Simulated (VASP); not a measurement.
Input of a VASP 6.6.1 run:

Contents of INCAR:

```
PREC = Accurate
ENCUT = 520
EDIFF = 1E-7
ISMEAR = 0
SIGMA = 0.01
LREAL = False
LASPH = True
NELM = 80
ALGO = Normal
ISIF = 2
LWAVE = False
LCHARG = True
LELF = True
LVHAR = True
NBANDS = 18
```

The input KPOINTS:

```
regular mesh
0
Gamma
  8 8 8
```

Contents of POSCAR:

```
HfO2
1.0
    0.0000000000      2.5005380718      2.5005380718
    2.5005380718      0.0000000000      2.5005380718
    2.5005380718      2.5005380718      0.0000000000
Hf O
1 2
Direct
    0.0000000000      0.0000000000      0.0000000000
    0.2500000000      0.2500000000      0.2500000000
    0.7500000000      0.7500000000      0.7500000000
```

Potentials or basis: VASP PAW LDA potentials, release 64 (Hf_pv, O).

The run is started by

```console
$ cat potpaw_LDA.64/Hf_pv/POTCAR potpaw_LDA.64/O/POTCAR > POTCAR
$ mpirun -np 1 vasp_std > vasp.out
```

Q: Estimate the pressure.

A: -3.2 GPa.

Q: Predict the band gap on the k mesh.

A: 3.70 eV, direct.

Caveat: spin-orbit coupling is left out, which moves the levels of the heavy elements. A hybrid or GW would open this gap; LDA tends to underestimate it.
